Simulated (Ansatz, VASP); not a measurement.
HfB in VASP and in Ansatz

File INCAR:

```
SYSTEM = HfB
  PREC = Accurate
  ENCUT = 500
  EDIFF = 1E-6
  ISMEAR = -1
  SIGMA = 0.008617333262145177
  LREAL = .False.
  LASPH = .True.
  NELM = 120
  ALGO = Normal
  ISIF = 2
  LWAVE = .False.
  LCHARG = .False.
  GGA = PE
  IVDW = 13
  NBANDS = 14
  GGA_COMPAT = .False.
```

The input KPOINTS:

```
Automatic mesh
0
Gamma
  8 8 8
  0 0 0
```

The input POSCAR:

```
HfB
1.0
    0.0000000000      2.3100000000      2.3100000000
    2.3100000000      0.0000000000      2.3100000000
    2.3100000000      2.3100000000      0.0000000000
Hf B
1 1
Direct
    0.5000000000      0.5000000000      0.5000000000
    0.0000000000      0.0000000000      0.0000000000
```

Input for Ansatz:

```yaml
crystal:
  lattice:
    - [0.0, 2.31, 2.31]
    - [2.31, 0.0, 2.31]
    - [2.31, 2.31, 0.0]
  atoms:
    - { symbol: Hf, position: [0.5, 0.5, 0.5] }
    - { symbol: B, position: [0.0, 0.0, 0.0] }
basis:
  ecutwfc: 630
kpoints:
  mp_grid: { grid: [8, 8, 8] }
hamiltonian:
  xc: pbe
  dispersion: d4
scf:
  occupations: { method: fermi_dirac, width: "100 K" }
  max_iter: 30
  convergence: { dr2_threshold: "1e-11 eV" }
output:
  forces: true
  stress: true
  eigenvalues: true
```

Alike in both runs: task single point; functional PBE; dispersion D4; k mesh 8 × 8 × 8; no spin polarisation.

```csv
,VASP,Ansatz
version,VASP 6.6.1,Ansatz 0.2.0
potentials or method,"VASP PAW PBE potentials, release 64 (Hf_pv, B), cutoff 500 eV","scalar-relativistic, plane waves, PAW"
occupations,"fermi-dirac, width 0.00861733 eV",fermi-dirac
valence electrons in the cell,13,29
```

VASP gave:

```
gap on the k mesh at the Fermi level (eV) : none
pressure (GPa)                            : 26.1
```

**Question.** What did Ansatz give for the same quantities?

**Answer.** gap on the k mesh at the Fermi level (eV): none; pressure (GPa): 25.2.

A gap of «none» marks a metal or a gap that the smearing closes. VASP's potentials hold 13 valence electrons a cell and Ansatz's 29, so a difference there can come from the potentials and not from the codes.

Spin-orbit coupling is off throughout.
